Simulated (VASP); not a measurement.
Here is a VASP 6.6.1 calculation.

INCAR

```
PREC = Accurate
ENCUT = 1350
EDIFF = 1E-7
ISMEAR = 0
SIGMA = 0.1
LREAL = F
LASPH = T
NELM = 120
ALGO = Normal
ISIF = 3
LWAVE = F
LCHARG = F
GGA = PE
IBRION = 2
NSW = 90
EDIFFG = -0.04
GGA_COMPAT = F
NELMIN = 4
```

KPOINTS

```
Automatic mesh
0
Gamma
  6 6 4
```

POSCAR

```
Y3Zr2F
1.0
    5.5613963000      0.0000000000      0.0000000000
   -2.7806981500      4.8163104700      0.0000000000
    0.0000000000      0.0000000000      4.0610497300
Y Zr F
3 2 1
Direct
    0.0000000000      0.5000000000      0.5000000000
    0.5000000000      0.0000000000      0.5000000000
    0.5000000000      0.5000000000      0.5000000000
    0.3333333300      0.6666666700      0.0000000000
    0.6666666700      0.3333333300      0.0000000000
    0.0000000000      0.0000000000      0.0000000000
```

Potentials or basis: VASP PAW PBE potentials, release 64 (Y_sv, Zr_sv, F_h).

Launch:

```bash
$ cat potpaw_PBE.64/Y_sv/POTCAR potpaw_PBE.64/Zr_sv/POTCAR potpaw_PBE.64/F_h/POTCAR > POTCAR
$ mpirun -np 1 vasp_std > vasp.out
```

Q: Predict the band gap on the k mesh.

A: Zero (bands 32 and 33 overlap by 0.43 eV).

Q: Predict the relaxed cell.

A: a = 6.318 Å, b = 6.318 Å, c = 5.359 Å, α = 90.00°, β = 90.00°, γ = 120.00°.

Final structure:
```
Y Zr F
1.0
     6.31770    0.00000    0.00000
    -3.15885    5.47129    0.00000
     0.00000    0.00000    5.35858
Y Zr F
3 2 1
Direct
  0.00000 0.50000 0.50000
  0.50000 0.00000 0.50000
  0.50000 0.50000 0.50000
  0.33333 0.66667 0.00000
  0.66667 0.33333 0.00000
  0.00000 0.00000 0.00000
```

Caveat: the k points lie up to 0.29 Å⁻¹ apart in the final cell.
